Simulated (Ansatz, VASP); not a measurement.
## Two plane-wave programs on CsH3

```
Cs H
1.0
     5.95015    0.00000    0.00000
     0.00000    5.95015    0.00000
     0.00000    0.00000    8.41352
Cs H
4 12
Direct
  0.75046 0.75046 0.00000
  0.24954 0.24954 0.00000
  0.74954 0.25046 0.50000
  0.25046 0.74954 0.50000
  0.24981 0.24981 0.37612
  0.75019 0.75019 0.37612
  0.25019 0.74981 0.87612
  0.74981 0.25019 0.87612
  0.25019 0.74981 0.12388
  0.74981 0.25019 0.12388
  0.24981 0.24981 0.62388
  0.75019 0.75019 0.62388
  0.75042 0.24958 0.00000
  0.24958 0.75042 0.00000
  0.25042 0.25042 0.50000
  0.74958 0.74958 0.50000
```

Alike in both runs: functional PBE; k mesh 4 × 4 × 2; occupations gaussian, width 0.1 eV; no spin polarisation.

Ansatz relaxed the structure, and its values are those at the end. VASP's run is a single point on that final structure, the one shown.

|  | VASP | Ansatz |
| --- | --- | --- |
| version | VASP 6.6.1 | Ansatz 0.2.0 |
| potentials or method | VASP PAW PBE potentials, release 64 (Cs_sv, H), cutoff 520 eV | scalar-relativistic, plane waves, PAW |
| valence electrons in the cell | 48 | 48 |

|  | VASP | Ansatz | Ansatz less VASP |
| --- | --- | --- | --- |
| gap on the k mesh at the Fermi level (eV) | 2.26 | 2.29 | +0.024 |
| least direct gap on the mesh (eV) | 2.26 | 2.29 | +0.024 |
| pressure (GPa) | 0.0 | 0.0 | +0.02 |
| rms of the force components (eV/Å) | 0.012 | 0.013 | +0.0010 |

The functional is the same, so the differences come from potentials, cutoffs and numerics.

Neither program's run includes spin-orbit coupling.
